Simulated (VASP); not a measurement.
MnO: single point with PBE

Crystal: MnO.

```
CELL_PARAMETERS angstrom
0.00000 2.17703 2.17703
2.17703 0.00000 2.17703
2.17703 2.17703 0.00000
ATOMIC_POSITIONS crystal
Mn 0.00000 0.00000 0.00000
O 0.50000 0.50000 0.50000
```

This cell differs from its parent crystal: volume scaled by 0.9405.

* Program: VASP 6.6.1
* Task: single point
* Functional: PBE
* Potentials or basis: VASP PAW PBE potentials, release 64 (Mn_pv, O)
* Cutoff: 520 eV
* k mesh: 16 × 16 × 16
* Occupations: fermi-dirac, width 0.05 eV
* Spin: collinear spin, ferromagnetic start
* Starting moments: [4.0, 0.0] μB
* Dipole correction: no
* Further INCAR settings: ALGO = Normal; EDIFF = 1e-06; NBANDS = 20

The pressure is 7.4 GPa and the net moment is 4.59 μB per cell. The site moments are Mn +4.19; O +0.19 μB and the valence electrons inside the program's atomic spheres are Mn 11.43; O 5.00.

Levels at points of the mesh, in eV from the Fermi level:
Spin up:
| k point | band 10 | band 11 | band 12 | band 13 | band 14 | band 15 |
| --- | --- | --- | --- | --- | --- | --- |
| (0.00, 0.00, 0.00) | -3.32 | -2.74 | -2.74 | -0.27 | 14.12 | 16.83 |
| (0.50, 0.00, 0.00) | -1.86 | 0.34 | 0.34 | 3.58 | 8.23 | 12.28 |
| (0.50, 0.50, 0.00) | -2.00 | -2.00 | -1.81 | 5.45 | 8.12 | 10.74 |
Spin down:
```csv
k point,band 4,band 5,band 6,band 7,band 8,band 9,band 10,band 11
"(0.00, 0.00, 0.00)",-20.45,-3.74,-3.74,-3.74,0.49,0.49,0.49,0.97
"(0.50, 0.00, 0.00)",-19.36,-7.98,-5.36,-5.36,1.81,1.84,1.84,3.69
"(0.50, 0.50, 0.00)",-19.42,-6.96,-4.76,-4.76,-1.24,1.83,2.15,2.32
```

Run time: 65 s on 1 thread of AMD EPYC 9R45 96-Core Processor (Zen 5), on a shared host, peak memory 0.18 GiB.

Caveat: a cell with one magnetic atom can't hold antiferromagnetic order, which such compounds often take; semilocal functionals often make such compounds metallic where correlation or magnetic order opens a gap, which also shifts bond lengths.
